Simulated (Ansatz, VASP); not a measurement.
# One calculation of SnO, two programs

File POSCAR:

```
SnO
1.0
    3.3550050000      0.0000000000      0.0000000000
    0.0000000000      5.6741040000      0.0000000000
    0.0000000000      0.0000000000      4.2219700000
Sn O
2 2
Direct
    0.0000000000      0.2319090000      0.5131440000
    0.5000000000      0.7680910000      0.0131440000
    0.0000000000      0.8912500000      0.7368570000
    0.5000000000      0.1087500000      0.2368570000
```

The input INCAR.step1:

```
ALGO = Normal
EDIFF = 1E-4
ENCUT = 520
GGA = PE
ISMEAR = 0
LASPH = T
LCHARG = F
LREAL = F
LWAVE = T
NBANDS = 28
NELM = 100
PREC = Accurate
SIGMA = 0.05
```

Contents of INCAR.step2:

```
ALGO = Normal
EDIFF = 1E-6
ENCUT = 520
ISIF = 2
ISMEAR = 0
ISTART = 1
LASPH = T
LCHARG = F
LMIXTAU = T
LREAL = F
LWAVE = F
METAGGA = R2SCAN
NBANDS = 28
NELM = 100
PREC = Accurate
SIGMA = 0.05
```

File KPOINTS:

```
k-points
0
Gamma
  10 6 8
```

Input for Ansatz:

```yaml
crystal:
  lattice:
    - [3.355005, 0.0, 0.0]
    - [0.0, 5.674104, 0.0]
    - [0.0, 0.0, 4.22197]
  atoms:
    - { symbol: Sn, position: [0.0, 0.231909, 0.513144] }
    - { symbol: Sn, position: [0.5, 0.768091, 0.013144] }
    - { symbol: O, position: [0.0, 0.89125, 0.736857] }
    - { symbol: O, position: [0.5, 0.10875, 0.236857] }
basis:
  ecutwfc: 500
kpoints:
  mp_grid: { grid: [10, 6, 8] }
hamiltonian:
  xc: r2scan
scf:
  occupations: { method: gaussian, width: 0.05 }
output:
  forces: true
  stress: true
  eigenvalues: true
```

Alike in both runs: task single point; functional r2SCAN; k mesh 10 × 6 × 8; occupations gaussian, width 0.05 eV; no spin polarisation.

|  | VASP | Ansatz |
| --- | --- | --- |
| version | VASP 6.6.1 | Ansatz 0.2.0 |
| potentials or method | VASP PAW PBE potentials, release 64 (Sn_d, O), cutoff 520 eV | scalar-relativistic, plane waves, PAW |
| valence electrons in the cell | 40 | 40 |

Ansatz gave:

| Property | Result |
| --- | --- |
| gap on the k mesh at the Fermi level (eV) | 1.67 |
| least direct gap on the mesh (eV) | 2.30 |
| pressure (GPa) | -3.1 |
| traceless stress, the component that is largest in VASP (GPa) | -0.94 |
| rms of the force components (eV/Å) | 0.283 |

Question: Which values does VASP return?

Answer: gap on the k mesh at the Fermi level (eV): 1.65; least direct gap on the mesh (eV): 2.29; pressure (GPa): -2.6; traceless stress, the component that is largest in VASP (GPa): -0.86; rms of the force components (eV/Å): 0.231.

VASP's potentials were made for PBE, not for r2SCAN. Atom by atom the forces differ by 0.055 eV/Å (rms over components).
